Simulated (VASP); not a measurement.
A run of VASP 6.6.1:

INCAR

```
SYSTEM = MgGe2
PREC = Accurate
ENCUT = 520
EDIFF = 1E-6
ISMEAR = 0
SIGMA = 0.1
LREAL = .FALSE.
LASPH = .TRUE.
NELM = 60
ALGO = Normal
ISIF = 2
LWAVE = .FALSE.
LCHARG = .FALSE.
GGA = PE
NBANDS = 22
```

The input KPOINTS:

```
Automatic mesh
0
G
  4 4 6
  0 0 0
```

The input POSCAR:

```
MgGe2
1.0
    3.8024836900      0.0000000000      0.0000000000
    0.0000000000      3.8024836900      0.0000000000
    0.0000000000      0.0000000000      3.0202406900
Mg Ge
1 2
Direct
    0.0000000000      0.0000000000      0.5000000000
    0.0000000000      0.5000000000      0.0000000000
    0.5000000000      0.0000000000      0.0000000000
```

Potentials or basis: VASP PAW PBE potentials, release 64 (Mg, Ge_d).

Run with:

```bash
$ cat potpaw_PBE.64/Mg/POTCAR potpaw_PBE.64/Ge_d/POTCAR > POTCAR
$ mpirun -np 1 vasp_std > vasp.out
```

Hardware: 1 thread of Intel Xeon 8259CL, with other jobs on the host.

Q: How long does it take, and how much memory?

A: Run time: 26 s on 1 thread of Intel Xeon 8259CL, with other jobs on the host, peak memory 0.16 GiB. Counts: scf iterations 11, k points 24.
